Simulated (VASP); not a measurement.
# Nb (Im-3m) in VASP: a series of runs

Nb is run at these levels: LDA; tasks: single point.

All numbers are computed with VASP 6.6.1; they aren't measurements. Logs are shortened: lines on timing, memory, paths and dates and some standing lists are left out, and cuts for length are marked.

**1. The cell of the first run**

The structure is cubic, space group Im-3m (No. 229). The conventional cell has a = 3.086 Å, b = 3.086 Å, c = 3.086 Å, α = 90.00°, β = 90.00°, γ = 90.00°. Nb (site symmetry m-3m) has 14 Nb at 2.67 to 3.09 Å within 3.5 Å.

**2. Single point, LDA**

Input file INCAR:

```
ALGO = Normal
EDIFF = 1E-6
ENCUT = 520
ISIF = 2
ISMEAR = -1
LASPH = True
LCHARG = True
LELF = True
LREAL = False
LVHAR = True
LWAVE = False
NBANDS = 12
NELM = 100
PREC = Accurate
SIGMA = 0.1
```

Input file KPOINTS:

```
k-points
0
Gamma
  9 9 9
```

Input file POSCAR:

```
Nb
1.0
    1.5428318683      1.5428318683      1.5428318683
   -1.5428318683      1.5428318683      1.5428318683
   -1.5428318683     -1.5428318683      1.5428318683
Nb
1
Direct
    0.0000000000      0.0000000000      0.0000000000
```

Potentials or basis: VASP PAW LDA potentials, release 64 (Nb_sv).

Launch:

```
$ cat potpaw_LDA.64/Nb_sv/POTCAR > POTCAR
$ mpirun -np 1 vasp_std > vasp.out
```

OUTCAR:

```text
EDIFF = 1E-6
   ENCUT = 520
   ISIF = 2
   ISMEAR = -1
   LASPH = True
   LREAL = False
   NELM = 100
   PREC = Accurate

 ion  position               nearest neighbor table
   1  0.000  0.000  0.000-

  LATTYP: Found a body centered cubic cell.
 ALAT       =     3.0856637366

  Lattice vectors:

 A1 = (   1.5428318683,  -1.5428318683,  -1.5428318683)
 A2 = (   1.5428318683,   1.5428318683,   1.5428318683)
 A3 = (  -1.5428318683,  -1.5428318683,   1.5428318683)

Analysis of symmetry for initial positions (statically):
=====================================================================
 Subroutine PRICEL returns:
 Original cell was already a primitive cell.

 Routine SETGRP: Setting up the symmetry group for a
 body centered cubic supercell.

 Subroutine GETGRP returns: Found 48 space group operations
 (whereof 48 operations were pure point group operations)
 out of a pool of 48 trial point group operations.

The static configuration has the point symmetry O_h .

Analysis of symmetry for dynamics (positions and initial velocities):
=====================================================================
 Subroutine PRICEL returns:
 Original cell was already a primitive cell.

 Routine SETGRP: Setting up the symmetry group for a
 body centered cubic supercell.

 Subroutine GETGRP returns: Found 48 space group operations
 (whereof 48 operations were pure point group operations)
 out of a pool of 48 trial point group operations.

The dynamic configuration has the point symmetry O_h .

 Subroutine INISYM returns: Found 48 space group operations
 (whereof 48 operations are pure point group operations),
 and found     1 'primitive' translations

----------------------------------------------------------------------------------------

                                     Primitive cell

  volume of cell :      14.6898

  direct lattice vectors                    reciprocal lattice vectors
     1.542831868  1.542831868  1.542831868     0.324079383  0.000000000  0.324079383
    -1.542831868  1.542831868  1.542831868    -0.324079383  0.324079383  0.000000000
    -1.542831868 -1.542831868  1.542831868     0.000000000 -0.324079383  0.324079383

  length of vectors
     2.672263183  2.672263183  2.672263183     0.458317459  0.458317459  0.458317459

  position of ions in fractional coordinates (direct lattice)
     0.000000000  0.000000000  0.000000000

  ion indices of the primitive-cell ions
   primitive index   ion index
                 1           1

----------------------------------------------------------------------------------------

 KPOINTS: k-points

Automatic generation of k-mesh.
 Grid dimensions read from file:
 generate k-points for:    9    9    9

 Generating k-lattice:

  Cartesian coordinates                     Fractional coordinates (reciprocal lattice)
     0.036008820  0.000000000  0.036008820     0.111111111  0.000000000  0.000000000
    -0.036008820  0.036008820  0.000000000     0.000000000  0.111111111  0.000000000
     0.000000000 -0.036008820  0.036008820     0.000000000  0.000000000  0.111111111

  Length of vectors
     0.050924162  0.050924162  0.050924162

  Shift w.r.t. Gamma in fractional coordinates (k-lattice)
     0.000000000  0.000000000  0.000000000

 Subroutine IBZKPT returns following result:
 ===========================================

 Found     35 irreducible k-points:

 Following reciprocal coordinates:
            Coordinates               Weight
  0.000000  0.000000  0.000000      1.000000
  0.111111  0.000000  0.000000     12.000000
  0.222222  0.000000  0.000000     12.000000
  0.333333  0.000000  0.000000     12.000000
  0.444444  0.000000  0.000000     12.000000
  0.222222  0.111111 -0.000000     24.000000
[... 16 lines left out ...]
  0.111111 -0.444444  0.111111     24.000000
  0.222222 -0.444444  0.111111     24.000000
 [... further k-points ...]
   k-points           NKPTS =     35   k-points in BZ     NKDIM =     35   number of bands    NBANDS=     12
   number of dos      NEDOS =    301   number of ions     NIONS =      1
   total plane-waves  NPLWV =   8000
   dimension x,y,z NGX =    20 NGY =   20 NGZ =   20
   dimension x,y,z NGXF=    40 NGYF=   40 NGZF=   40
   ions per type =               1
   NGX,Y,Z   is equivalent  to a cutoff of  12.44, 12.44, 12.44 a.u.
   NGXF,Y,Z  is equivalent  to a cutoff of  24.88, 24.88, 24.88 a.u.
 SYSTEM =  unknown system
   PREC   = accura    normal or accurate (medium, high low for compatibility)
   ISTART =      0    job   : 0-new  1-cont  2-samecut
   ICHARG =      2    charge: 1-file 2-atom 10-const
   ISPIN  =      1    spin polarized calculation?
   LNONCOLLINEAR =      F non collinear calculations
   LSORBIT =      F    spin-orbit coupling
   LASPH  =      T    aspherical Exc in radial PAW
   ENCUT  =  520.0 eV  38.22 Ry    6.18 a.u.   4.97  4.97  4.97*2*pi/ulx,y,z
   NELM   =    100;   NELMIN=  2; NELMDL= -5     # of ELM steps
   EDIFF  = 0.1E-05   stopping-criterion for ELM
   LREAL  =      F    real-space projection
   EDIFFG = 0.1E-04   stopping-criterion for IOM
   NSW    =      0    number of steps for IOM
   IBRION =     -1    ionic relax: 0-MD 1-quasi-New 2-CG
   NFREE  =      0    steps in history (QN), initial steepest desc. (CG)
   ISIF   =      2    stress and relaxation
   ISYM   =      2    0-nonsym 1-usesym 2-fastsym
   POTIM  = 0.5000    time-step for ionic-motion
   TEBEG  =    0.0;   TEEND  =   0.0 temperature during run
   PSTRESS=    0.0 pullay stress
   NELECT =      13.0000    total number of electrons
   NUPDOWN=      -1.0000    fix difference up-down
   EMIN   =  10.00;   EMAX   =-10.00  energy-range for DOS
   EFERMI =   0.00;   METHOD = LEGACY
   ISMEAR =    -1;   SIGMA  =   0.10  broadening in eV -4-tet -1-fermi 0-gaus
   EFERMI_NEDOS =   21; number of points for ismear=-14 and -15
   IALGO  =     38    algorithm
   IMIX   =      4    mixing-type and parameters
     AMIX     =   0.40;   BMIX     =  1.00
     AMIX_MAG =   1.60;   BMIX_MAG =  1.00
  volume/ion in A,a.u.               =      14.69        99.13
  Fermi-wavevector in a.u.,A,eV,Ry     =   1.571752  2.970181 33.611891  2.470404
  Thomas-Fermi vector in A             =   2.673289
   LORBIT       =      0    0 simple, 1 ext, 2 COOP (PROOUT), +10 PAW based schemes
   GGA     = CA    functional components
   LHFCALC =     F    Hartree Fock is set to
   AEXX    =    0.0000 exact exchange contribution
   IVDW    =     0    specifies the selected vdW correction
   LEPSILON=     F    determine dielectric tensor
   LRPA    =     F    only Hartree local field effects (RPA)
 non-spin polarized calculation
  energy-cutoff  :      520.00
  volume of cell :       14.69
 maximum number of plane-waves:       410
   NGX =  9   NGY =  9   NGZ =  9

 number of electron      12.9999998 magnetization

 Free energy of the ion-electron system (eV)
  ---------------------------------------------------
  ext. energy  EPLUGINS =         0.00000000
  ---------------------------------------------------
  free energy    TOTEN  =       -11.01805795 eV

  energy without entropy =      -10.98924166  energy(sigma->0) =      -11.00364981

 E-fermi :  14.2116     XC(G=0): -13.7995

 val. band max:       14.1925513484   @ k =   0.1111   0.0000   0.0000
 cond. band min:      14.2512538841   @ k =   0.1111   0.1111   0.1111
 fundamental gap:      0.0587025358
 Fermi energy:        14.2115822070

 k-point     1 :       0.0000    0.0000    0.0000
  band No.  band energies     occupation
      1     -39.8831      2.00000
      2     -14.7000      2.00000
      3     -14.7000      2.00000
      4     -14.7000      2.00000
      5       7.9683      2.00000
      6      14.3143      0.52734
      7      14.3143      0.52734
      8      14.3143      0.52734
      9      17.9543      0.00000
     10      17.9543      0.00000
     11      28.8297      0.00000
     12      28.8297      0.00000

 k-point     2 :       0.1111    0.0000    0.0000
  band No.  band energies     occupation
      1     -39.8213      2.00000
      2     -15.0266      2.00000
      3     -14.7954      2.00000
      4     -14.7045      2.00000
      5       8.5958      2.00000
      6      13.9117      1.90502
      7      14.1926      1.09487
      8      14.9483      0.00126
      9      17.3967      0.00000
     10      17.9478      0.00000
     11      29.3752      0.00000
     12      29.9170      0.00000

 k-point     3 :       0.2222    0.0000    0.0000
  band No.  band energies     occupation
      1     -39.6615      2.00000
      2     -15.8091      2.00000
      3     -15.0300      2.00000
      4     -14.7162      2.00000
      5       9.8430      2.00000
      6      13.0394      1.99998
      7      13.9220      1.89533
      8      16.7481      0.00000
      9      17.2115      0.00000
     10      18.0625      0.00000
     11      29.8487      0.00000
     12      32.6307      0.00000
[... 286 lines left out ...]
 k-point    23 :       0.1111   -0.4444    0.1111
  band No.  band energies     occupation
      1     -39.3235      2.00000
      2     -16.9155      2.00000
      3     -15.6577      2.00000
      4     -15.0433      2.00000
      5      10.7787      2.00000
      6      11.8262      2.00000
      7      15.4382      0.00001
      8      18.4855      0.00000
      9      19.0374      0.00000
     10      24.2416      0.00000
     11      28.0661      0.00000
     12      28.3118      0.00000

 k-point    24 :       0.2222   -0.4444    0.1111
  band No.  band energies     occupation
      1     -39.3276      2.00000
      2     -16.7243      2.00000
      3     -15.7036      2.00000
      4     -15.2294      2.00000
      5      11.5827      2.00000
      6      12.3775      2.00000
      7      13.7835      1.97273
      8      18.5388      0.00000
      9      19.0493      0.00000
     10      24.9176      0.00000
     11      28.1711      0.00000
     12      29.8446      0.00000

 [... further k-points ...]

------------------------ aborting loop because EDIFF is reached ----------------------------------------

  FORCE on cell =-STRESS in cart. coord.  units (eV):
  Direction    XX          YY          ZZ          XY          YZ          ZX
  --------------------------------------------------------------------------------------
  -------------------------------------------------------------------------------------
  Total        3.6603529      3.6603529      3.6603529      0.0000000     -0.0000000      0.0000000
  in kB      399.2250115    399.2250115    399.2250115      0.0000000     -0.0000000      0.0000000
  external PRESSURE =     399.2250115 kB  Pullay stress =       0.0000000 kB

 VOLUME and BASIS-vectors are now :
 -----------------------------------------------------------------------------
  energy-cutoff  :      520.00
  volume of cell :       14.69
      direct lattice vectors                 reciprocal lattice vectors
     1.542831868  1.542831868  1.542831868     0.324079383  0.000000000  0.324079383
    -1.542831868  1.542831868  1.542831868    -0.324079383  0.324079383  0.000000000
    -1.542831868 -1.542831868  1.542831868     0.000000000 -0.324079383  0.324079383

 POSITION                                       TOTAL-FORCE (eV/Angst)
 -----------------------------------------------------------------------------------
      0.00000      0.00000      0.00000        -0.000000      0.000000      0.000000
 -----------------------------------------------------------------------------------
    total drift:                               -0.000000      0.000000      0.000000

  FREE ENERGIE OF THE ION-ELECTRON SYSTEM (eV)
  ---------------------------------------------------
  free  energy   TOTEN  =       -11.0180579512 eV

  energy  without entropy=      -10.9892416591  energy(sigma->0) =      -11.00364981
```

It took 4.6 s on 1 thread of Intel Xeon Platinum 8375C at 2.90GHz (Ice Lake), shared host; peak memory 0.12 GiB.

Results:

| Property | Result |
| --- | --- |
| Free energy | -11.0181 eV |
| Pressure | 39.9 GPa |

**3. Single point, LDA**

This run uses another cell than the first one, of 13.92 Å³/atom, 0.948 times its volume.

Input file INCAR:

```
SYSTEM = Nb
PREC = Accurate
ENCUT = 520
EDIFF = 1E-6
ISMEAR = -1
SIGMA = 0.1
LREAL = .False.
LASPH = .True.
NELM = 80
ALGO = Normal
ISIF = 2
LWAVE = .False.
LCHARG = .True.
GGA = CA
LELF = .True.
LVHAR = .True.
NBANDS = 12
```

Input file KPOINTS:

```
Automatic mesh
0
Gamma
  9 9 9
  0 0 0
```

Input file POSCAR:

```
Nb
1.0
    1.5154265301      1.5154265301      1.5154265301
   -1.5154265301      1.5154265301      1.5154265301
   -1.5154265301     -1.5154265301      1.5154265301
Nb
1
Direct
    0.0000000000      0.0000000000      0.0000000000
```

Potentials or basis: VASP PAW LDA potentials, release 64 (Nb_sv).

Launch:

```
$ cat potpaw_LDA.64/Nb_sv/POTCAR > POTCAR
$ mpirun -np 1 vasp_std > vasp.out
```

It took 5 s on 1 thread of Intel Xeon Platinum 8375C at 2.90GHz (Ice Lake), shared host; peak memory 0.12 GiB.

The run converged. Its results:

```yaml
Free_energy: -10.7792 eV
Pressure: 60.0 GPa
```

Levels at points of the mesh, in eV from the Fermi level:
```
           k point  band 2  band 3  band 4  band 5  band 6  band 7  band 8  band 9  band 10  band 11
(0.00, 0.00, 0.00)  -28.73  -28.73  -28.73   -6.24    0.03    0.03    0.03    3.89     3.89    14.71
```

(Part 1 of 2 ends here.)
